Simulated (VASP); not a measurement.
Write the native input for VASP 6.6.1 that does the following.

```yaml
Task: G0W0 quasiparticle levels
Functional: HSE06
Potentials_or_basis: VASP PAW PBE potentials, release 64 (Si_GW)
Cutoff: 500 eV
k_mesh: 6 × 6 × 6
Occupations: gaussian, width 0.01 eV
Spin: no spin polarisation
Dipole_correction: no
GW_scheme: G0W0
GW_iterations: 1
Cutoff_of_the_response_function: 120
Frequency_points: 48
Empty_bands: 120
Grid_for_exact_exchange_PRECFOCK: Fast
Further_INCAR_settings: ALGO = EVGW0; EDIFF = 1e-08; NBANDS = 124
Share_of_exact_exchange: 0.25
Screening_parameter: 0.2 1/Å
```

The system is Si.

```
Si
1.0
     0.00000    2.72185    2.72185
     2.72185    0.00000    2.72185
     2.72185    2.72185    0.00000
Si
2
Direct
  0.50000 0.50000 0.50000
  0.75000 0.75000 0.75000
```

One way to write it, as run:

POSCAR

```
Si
1.0
    0.0000000000      2.7218511865      2.7218511865
    2.7218511865      0.0000000000      2.7218511865
    2.7218511865      2.7218511865      0.0000000000
Si
2
Direct
    0.5000000000      0.5000000000      0.5000000000
    0.7500000000      0.7500000000      0.7500000000
```

INCAR.step1

```
PREC = Accurate
ENCUT = 500
EDIFF = 1E-5
ISMEAR = 0
SIGMA = 0.02
LREAL = F
LASPH = T
NELM = 100
ALGO = Normal
ISIF = 2
LWAVE = T
LCHARG = F
GGA = PE
```

INCAR.step2

```
PREC = Accurate
ENCUT = 500
EDIFF = 1E-8
ISMEAR = 0
SIGMA = 0.01
LREAL = F
LASPH = T
NELM = 100
ALGO = Normal
LWAVE = T
LCHARG = F
GGA = PE
LHFCALC = T
HFSCREEN = 0.2
PRECFOCK = Normal
ISTART = 1
```

INCAR.step3

```
PREC = Accurate
ENCUT = 500
EDIFF = 1E-8
ISMEAR = 0
SIGMA = 0.01
LREAL = F
LASPH = T
NELM = 1
ALGO = Exact
LWAVE = T
LCHARG = F
GGA = PE
LHFCALC = T
HFSCREEN = 0.2
PRECFOCK = Normal
ISTART = 1
NBANDS = 124
LOPTICS = T
```

INCAR.step4

```
PREC = Accurate
ENCUT = 500
EDIFF = 1E-8
ISMEAR = 0
SIGMA = 0.01
LREAL = F
LASPH = T
ALGO = EVGW0
LWAVE = F
LCHARG = F
GGA = PE
LHFCALC = T
HFSCREEN = 0.2
PRECFOCK = Fast
ISTART = 1
NELMGW = 1
NBANDS = 124
ENCUTGW = 120.0
NOMEGA = 48
NBANDSGW = 12
```

KPOINTS

```
regular mesh
0
Gamma
  6 6 6
```

Potentials or basis: VASP PAW PBE potentials, release 64 (Si_GW).

The run is started by

```console
$ cat potpaw_PBE.64/Si_GW/POTCAR > POTCAR
$ cp INCAR.step1 INCAR
$ mpirun -np 1 vasp_std > vasp.out
$ cp INCAR.step2 INCAR
$ mpirun -np 1 vasp_std > vasp.out
$ cp INCAR.step3 INCAR
$ mpirun -np 1 vasp_std > vasp.out
$ cp INCAR.step4 INCAR
$ mpirun -np 1 vasp_std > vasp.out
```

It gave:

| Item | Value |
| --- | --- |
| Quasiparticle gap | 1.46 eV |
| Least direct quasiparticle gap | 3.51 eV |
| Band gap of the starting levels on the mesh | 1.31 eV |
| Least direct gap of the starting levels on the mesh | 3.33 eV |

Caveat: bands, screening cutoff and mesh are small and nothing is extrapolated, so the quasiparticle values aren't converged.

It took 4.7 h on 1 thread of Intel Xeon 8259CL (shared host), peak memory 0.94 GiB.
